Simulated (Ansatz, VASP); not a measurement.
## One calculation of Br, two programs

Contents of INCAR:

```
PREC = Accurate
ENCUT = 520
EDIFF = 1E-8
ISMEAR = -1
SIGMA = 0.05
LREAL = False
LASPH = True
NELM = 80
ALGO = Normal
ISIF = 2
LWAVE = False
LCHARG = False
GGA = PE
LEFG = True
NBANDS = 14
```

KPOINTS

```
regular mesh
0
Gamma
  14 14 14
```

The input POSCAR:

```
Br
1.0
    0.0000000000      3.5589618168      3.5589618168
    3.5589618168      0.0000000000      3.5589618168
    3.5589618168      3.5589618168      0.0000000000
Br
2
Direct
    0.0000000000      0.0000000000      0.0000000000
    0.2500000000      0.2500000000      0.2500000000
```

Input for Ansatz:

```yaml
crystal:
  lattice:
    - [0.0, 3.5589618168, 3.5589618168]
    - [3.5589618168, 0.0, 3.5589618168]
    - [3.5589618168, 3.5589618168, 0.0]
  atoms:
    - { symbol: Br, position: [0.0, 0.0, 0.0] }
    - { symbol: Br, position: [0.25, 0.25, 0.25] }
kpoints:
  mp_grid: { grid: [14, 14, 14] }
scf:
  occupations: { method: fermi_dirac, width: 0.05 }
hamiltonian:
  xc: pbe
  pseudopotentials: { kind: paw }
output:
  forces: true
  stress: true
  eigenvalues: true
  efg: { contact_densities: true }
```

Change from the starting cell: volume scaled by 1.05, PAW files.

Alike in both runs: task electric field gradients; functional PBE; k mesh 14 × 14 × 14; occupations fermi-dirac, width 0.05 eV; no spin polarisation.

|  | VASP | Ansatz |
| --- | --- | --- |
| version | VASP 6.6.1 | Ansatz 0.2.0 |
| potentials or method | VASP PAW PBE potentials, release 64 (Br) | PAW with Ansatz's default frozen-core files, scalar-relativistic |
| plane-wave cutoff (eV) | 520 | 420 |
| valence electrons in the cell | 14 | 14 |

```tsv
	VASP	Ansatz	Ansatz less VASP
pressure (GPa)	-0.6	-0.6	0.00
```

The functional is the same, so the differences come from potentials, cutoffs and numerics.
